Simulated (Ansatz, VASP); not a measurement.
# BN in VASP and in Ansatz

```
B N
1.0
     2.41009    0.00000    0.00000
    -1.20505    2.08720    0.00000
     0.00000    0.00000    6.66120
B N
2 2
Direct
  0.33333 0.66667 0.25000
  0.66667 0.33333 0.75000
  0.33333 0.66667 0.75000
  0.66667 0.33333 0.25000
```

Change from the starting cell: strain -0.0375 x Voigt [1, 1, 0, 0, 0, 0], atoms carried along.

Alike in both runs: task single point; functional PBE; k mesh 12 × 12 × 4; occupations gaussian, width 0.05 eV; no spin polarisation.

|  | VASP | Ansatz |
| --- | --- | --- |
| version | VASP 6.6.1 | Ansatz 0.2.0 |
| potentials or method | VASP PAW PBE potentials, release 64 (B, N), cutoff 520 eV | scalar-relativistic, plane waves, PAW |
| valence electrons in the cell | 16 | 16 |

|  | VASP | Ansatz | Ansatz less VASP |
| --- | --- | --- | --- |
| gap on the k mesh at the Fermi level (eV) | 4.46 | 4.47 | +0.010 |
| least direct gap on the mesh (eV) | 4.93 | 4.94 | +0.004 |
| pressure (GPa) | 36.2 | 36.1 | -0.06 |
| traceless stress, the component that is largest in VASP (GPa) | -33.29 | -33.05 | +0.241 |

Both programs put the cell under a high pressure, so it lies far from rest at this level.
